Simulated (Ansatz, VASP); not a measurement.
## Na: VASP beside Ansatz

```
CELL_PARAMETERS angstrom
0.00000 2.61879 2.61879
2.61879 0.00000 2.61879
2.61879 2.61879 0.00000
ATOMIC_POSITIONS crystal
Na 0.00000 0.00000 0.00000
```

Alike in both runs: task single point; functional BLYP; k mesh 12 × 12 × 12; occupations fermi-dirac, width 0.1 eV; no spin polarisation.

|  | VASP | Ansatz |
| --- | --- | --- |
| version | VASP 6.6.1 | Ansatz 0.2.0 |
| potentials or method | VASP PAW PBE potentials, release 64 (Na_pv), cutoff 520 eV | plane waves (420 eV) with PAW, scalar-relativistic |
| valence electrons in the cell | 7 | 9 |

```tsv
	VASP	Ansatz	Ansatz less VASP
pressure (GPa)	0.3	0.3	+0.01
```

VASP's potentials were made for PBE, not for BLYP. VASP's potentials hold 7 valence electrons a cell and Ansatz's 9, so a difference there can come from the potentials and not from the codes.
